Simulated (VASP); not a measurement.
Write the native input for VASP 6.6.1 that does the following.

| Quantity | Value |
| --- | --- |
| Task | single point |
| Functional | PBEsol |
| Potentials or basis | VASP PAW PBE potentials, release 64 (Mg) |
| Cutoff | 520 eV |
| k mesh | 18 × 18 × 18 |
| Occupations | gaussian, width 0.15 eV |
| Spin | no spin polarisation |
| Dipole correction | no |
| Further INCAR settings | ALGO = Normal; EDIFF = 1e-06; NBANDS = 7 |

The structure of Mg lies in POSCAR:

```
Mg
1.0
   -1.8219578674      1.8219578674      1.4943000000
    1.8219578674     -1.8219578674      1.4943000000
    1.8219578674      1.8219578674     -1.4943000000
Mg
1
Direct
    0.0000000000      0.0000000000      0.0000000000
```

These files were run (other wordings do the same):

INCAR

```
  ALGO = Normal
  EDIFF = 1E-6
  ENCUT = 520
  GGA = PS
  ISIF = 2
  ISMEAR = 0
  LASPH = True
  LCHARG = False
  LREAL = False
  LWAVE = False
  NBANDS = 7
  NELM = 60
  PREC = Accurate
  SIGMA = 0.15
```

KPOINTS

```
k-points
0
Gamma
  18 18 18
```

Potentials or basis: VASP PAW PBE potentials, release 64 (Mg).

Launch:

```sh
$ cat potpaw_PBE.64/Mg/POTCAR > POTCAR
$ mpirun -np 1 vasp_std > vasp.out
```

It gave:

```yaml
Pressure: 6.8 GPa
Band_gap_on_the_k_mesh: zero (bands 1 and 2 overlap by 4.74 eV)
```

Caveat: the cell stands under pressure; the PAW data sets were made with another functional, which shifts forces and pressure a little.

Run time: 29 s on 1 thread of Intel(R) Xeon(R) Platinum 8259CL CPU @ 2.50GHz (Skylake/Cascade Lake), with other jobs on the host, peak memory 0.19 GiB.
